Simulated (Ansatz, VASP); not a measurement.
Cu16O7 in VASP and in Ansatz

File INCAR:

```
SYSTEM = Cu16O7
ALGO = Normal
EDIFF = 1E-7
EDIFFG = -0.025
ENCUT = 520
GGA = PE
GGA_COMPAT = .FALSE.
IBRION = 2
ISIF = 2
ISMEAR = 0
KPAR = 4
LASPH = .TRUE.
LCHARG = .FALSE.
LREAL = .FALSE.
LWAVE = .FALSE.
NELM = 120
NELMIN = 4
NSW = 65
PREC = Accurate
SIGMA = 0.02
```

KPOINTS

```
k-points
0
G
  3 3 3
  0 0 0
```

POSCAR

```
Cu16O7
1.0
   -4.2982410664      4.2982410664      4.2982410664
    4.2982410664      4.2982410664     -4.2982410664
   -4.2982410664     -4.2982410664     -4.2982410664
Cu O
16 7
Direct
    0.5000000000      0.0000000000      0.2500000000
    0.0000000000      0.5000000000      0.2500000000
    0.0000000000      0.0000000000      0.7500000000
    0.5000000000      0.5000000000      0.7500000000
    0.7500000000      0.0000000000      0.0000000000
    0.2500000000      0.5000000000      0.0000000000
    0.2500000000      0.0000000000      0.5000000000
    0.7500000000      0.5000000000      0.5000000000
    0.5000000000      0.2500000000      0.0000000000
    0.0000000000      0.7500000000      0.0000000000
    0.0000000000      0.2500000000      0.5000000000
    0.5000000000      0.7500000000      0.5000000000
    0.2500000000      0.7500000000      0.7500000000
    0.7500000000      0.2500000000      0.7500000000
    0.7500000000      0.7500000000      0.2500000000
    0.2500000000      0.2500000000      0.2500000000
    0.5000000000      0.0000000000      0.5000000000
    0.5000000000      0.5000000000      1.0000000000
    0.0000000000      0.0000000000      1.0000000000
    0.5000000000      0.0000000000      0.0000000000
    0.0000000000      0.5000000000      0.0000000000
    0.0000000000      0.0000000000      0.5000000000
    0.5000000000      0.5000000000      0.5000000000
```

Input for Ansatz:

```yaml
crystal:
  lattice:
    - [-4.2982410664, 4.2982410664, 4.2982410664]
    - [4.2982410664, 4.2982410664, -4.2982410664]
    - [-4.2982410664, -4.2982410664, -4.2982410664]
  atoms:
    - { symbol: Cu, position: [0.5, 0.0, 0.25] }
    - { symbol: Cu, position: [0.0, 0.5, 0.25] }
    - { symbol: Cu, position: [0.0, 0.0, 0.75] }
    - { symbol: Cu, position: [0.5, 0.5, 0.75] }
    - { symbol: Cu, position: [0.75, 0.0, 0.0] }
    - { symbol: Cu, position: [0.25, 0.5, 0.0] }
    - { symbol: Cu, position: [0.25, 0.0, 0.5] }
    - { symbol: Cu, position: [0.75, 0.5, 0.5] }
    - { symbol: Cu, position: [0.5, 0.25, 0.0] }
    - { symbol: Cu, position: [0.0, 0.75, 0.0] }
    - { symbol: Cu, position: [0.0, 0.25, 0.5] }
    - { symbol: Cu, position: [0.5, 0.75, 0.5] }
    - { symbol: Cu, position: [0.25, 0.75, 0.75] }
    - { symbol: Cu, position: [0.75, 0.25, 0.75] }
    - { symbol: Cu, position: [0.75, 0.75, 0.25] }
    - { symbol: Cu, position: [0.25, 0.25, 0.25] }
    - { symbol: O, position: [0.5, 0.0, 0.5] }
    - { symbol: O, position: [0.5, 0.5, 1.0] }
    - { symbol: O, position: [0.0, 0.0, 1.0] }
    - { symbol: O, position: [0.5, 0.0, 0.0] }
    - { symbol: O, position: [0.0, 0.5, 0.0] }
    - { symbol: O, position: [0.0, 0.0, 0.5] }
    - { symbol: O, position: [0.5, 0.5, 0.5] }
  host:
    lattice:
      - [4.2982410664, 0.0, 0.0]
      - [0.0, 4.2982410664, 0.0]
      - [0.0, 0.0, 4.2982410664]
    atoms:
      - { symbol: Cu, position: [0.25, 0.25, 0.25] }
      - { symbol: Cu, position: [0.25, 0.75, 0.75] }
      - { symbol: Cu, position: [0.75, 0.75, 0.25] }
      - { symbol: Cu, position: [0.75, 0.25, 0.75] }
      - { symbol: O, position: [0.0, 0.0, 0.0] }
      - { symbol: O, position: [0.5, 0.5, 0.5] }
basis:
  ecutwfc: 420
  xc_grid: 2
kpoints:
  mp_grid: { grid: [3, 3, 3], shift: [0.0, 0.0, 0.0] }
hamiltonian:
  xc: pbe
scf:
  occupations: { method: gaussian, width: 0.02 }
output:
  forces: true
  stress: false
  eigenvalues: true
  charged_corrections:
    defect_position: [0.0, 0.5, 0.5]
    epsilon: [[9.7516, 0.0, 0.0], [0.0, 9.7516, 0.0], [0.0, 0.0, 9.7516]]
  write_density: true
  write_potential: true
  elf: true
  volumetric_format: npy
relax:
  adjacent_minimum: "off"
  f_tol: 0.025
  max_steps: 45
```

Change from the starting cell: O vacancy (site a), charge +0, atoms relaxed at the host's cell.

Alike in both runs: task relaxation of the atoms; functional PBE; k mesh 3 × 3 × 3; occupations gaussian, width 0.02 eV; no spin polarisation.

|  | VASP | Ansatz |
| --- | --- | --- |
| version | VASP 6.6.1 | Ansatz 0.2.0 |
| potentials or method | VASP PAW PBE potentials, release 64 (Cu, O), cutoff 520 eV | scalar-relativistic, plane waves, PAW |
| valence electrons in the cell | 218 | 346 |

|  | VASP | Ansatz | Ansatz less VASP |
| --- | --- | --- | --- |
| gap on the k mesh at the Fermi level, each at its own relaxed structure (eV) | 0.96 | 0.95 | -0.004 |

VASP's potentials hold 218 valence electrons a cell and Ansatz's 346, so a difference there can come from the potentials and not from the codes.
